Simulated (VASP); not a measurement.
Crystal: SrAlVO4.

```
Sr Al V O
1.0
     0.00000    4.24415    4.24415
     4.24415    0.00000    4.24415
     4.24415    4.24415    0.00000
Sr Al V O
1 1 1 4
Direct
  0.00000 0.00000 0.00000
  0.25000 0.25000 0.25000
  0.50000 0.50000 0.50000
  0.36444 0.90667 0.36444
  0.36444 0.36444 0.36444
  0.90667 0.36444 0.36444
  0.36444 0.36444 0.90667
```

The cell was built from a structure type or drawn by symmetry, and may not be a known phase.

* Program: VASP 6.6.1
* Task: relaxation of cell and atoms
* Functional: PBE
* Potentials or basis: VASP PAW PBE potentials, release 64 (Sr_sv, Al, V_sv, O)
* Cutoff: 600 eV
* k mesh: 4 × 4 × 4
* Occupations: gaussian, width 0.1 eV
* Spin: collinear spin, ferromagnetic start
* Starting moments: [0.0, 0.0, 2.0, 0.0, 0.0, 0.0, 0.0] μB

At the start: pressure -4.5 GPa; volume 21.84 Å³/atom.

Q: How do energy, volume and symmetry change on relaxing?

A: Over 8 steps the energy falls by 168.1 meV/atom and the volume is 19.73 Å³/atom (-9.7 %); space group F-43m (No. 216, to 0.1 Å) before and after; moment 1.55 μB per cell.

The path:
| step | energy change (eV) | largest force (eV/Å) | pressure (GPa) | volume (Å³) |
| --- | --- | --- | --- | --- |
| 1 | 0.0000 | 3.9555 | -4.52 | 152.90 |
| 2 | -0.6626 | 3.3005 | 0.57 | 139.67 |
| 3 | -1.0980 | 0.2426 | -3.67 | 144.50 |
| 4 | -1.0991 | 0.3522 | -3.57 | 144.30 |
| 5 | -1.1521 | 0.1818 | 2.29 | 134.83 |
| 6 | -1.1737 | 0.2444 | 0.09 | 138.03 |
| 7 | -1.1744 | 0.2095 | -0.03 | 138.21 |
| 8 | -1.1764 | 0.0000 | 0.02 | 138.13 |

Final structure:
```
Sr Al V O
1.0
     0.00000    4.10284    4.10284
     4.10284    0.00000    4.10284
     4.10284    4.10284    0.00000
Sr Al V O
1 1 1 4
Direct
  0.00000 0.00000 0.00000
  0.25000 0.25000 0.25000
  0.50000 0.50000 0.50000
  0.37206 0.88382 0.37206
  0.37206 0.37206 0.37206
  0.88382 0.37206 0.37206
  0.37206 0.37206 0.88382
```
